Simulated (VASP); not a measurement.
Here is a VASP 6.6.1 calculation.

INCAR

```
SYSTEM = BiTe
PREC     = Accurate       ! precision mode
ENCUT    = 520            ! plane-wave cutoff, eV
EDIFF    = 1E-6           ! SCF threshold, eV
ISMEAR   = -1             ! smearing method
SIGMA    = 0.05           ! smearing width, eV
LREAL    = .False.        ! projectors in reciprocal space
LASPH    = .True.         ! aspherical terms in the spheres
NELM     = 80             ! most SCF steps
ALGO     = Normal         ! electronic algorithm
ISIF     = 2              ! what is computed and relaxed
LWAVE    = .False.        ! write WAVECAR
LCHARG   = .True.         ! write CHGCAR
GGA      = PE             ! functional
LELF     = .True.         ! ELF
LVHAR    = .True.       
NBANDS   = 18             ! bands
```

File KPOINTS:

```
regular mesh
0
Gamma
  13 13 13
  0 0 0
```

File POSCAR:

```
BiTe
1.0
    0.0000000000      3.1912784242      3.1912784242
    3.1912784242      0.0000000000      3.1912784242
    3.1912784242      3.1912784242      0.0000000000
Bi Te
1 1
Direct
    0.0000000000      0.0000000000      0.0000000000
    0.5000000000      0.5000000000      0.5000000000
```

Potentials or basis: VASP PAW PBE potentials, release 64 (Bi_d, Te).

Launch:

```sh
$ cat potpaw_PBE.64/Bi_d/POTCAR potpaw_PBE.64/Te/POTCAR > POTCAR
$ mpirun -np 1 vasp_std > vasp.out
```

Problem. What does it give for the pressure?

Solution. 3.0 GPa.

Problem. What does it give for the band gap on the k mesh?

Solution. Zero (an odd number of electrons rules out a gap without spin polarisation).

Caveat: spin-orbit coupling is left out, which moves the levels of the heavy elements.
